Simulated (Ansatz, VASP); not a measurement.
**B in VASP and in Ansatz**

```
B
1.0
     3.64491    0.00000    0.00000
     0.00000    3.64491    0.00000
     0.00000    0.00000    3.64491
B
8
Direct
  0.50000 0.50000 0.50000
  0.00000 0.00000 0.00000
  0.25000 0.00000 0.50000
  0.50000 0.25000 0.00000
  0.50000 0.75000 0.00000
  0.75000 0.00000 0.50000
  0.00000 0.50000 0.75000
  0.00000 0.50000 0.25000
```

Alike in both runs: functional r2SCAN; k mesh 10 × 10 × 10; occupations gaussian, width 0.1 eV; no spin polarisation.

Ansatz relaxed the structure, and its values are those at the end. VASP's run is a single point on that final structure, the one shown.

|  | VASP | Ansatz |
| --- | --- | --- |
| version | VASP 6.6.1 | Ansatz 0.2.0 |
| potentials or method | VASP PAW PBE potentials, release 64 (B), cutoff 520 eV | scalar-relativistic, plane waves, PAW |
| valence electrons in the cell | 24 | 24 |

|  | VASP | Ansatz | Ansatz less VASP |
| --- | --- | --- | --- |
| gap on the k mesh at the Fermi level (eV) | none | none | - |
| pressure (GPa) | -0.1 | 0.0 | +0.11 |

VASP's potentials were made for PBE, not for r2SCAN. A gap of «none» marks a metal or a gap that the smearing closes. The functional is the same, so the differences come from potentials, cutoffs and numerics.
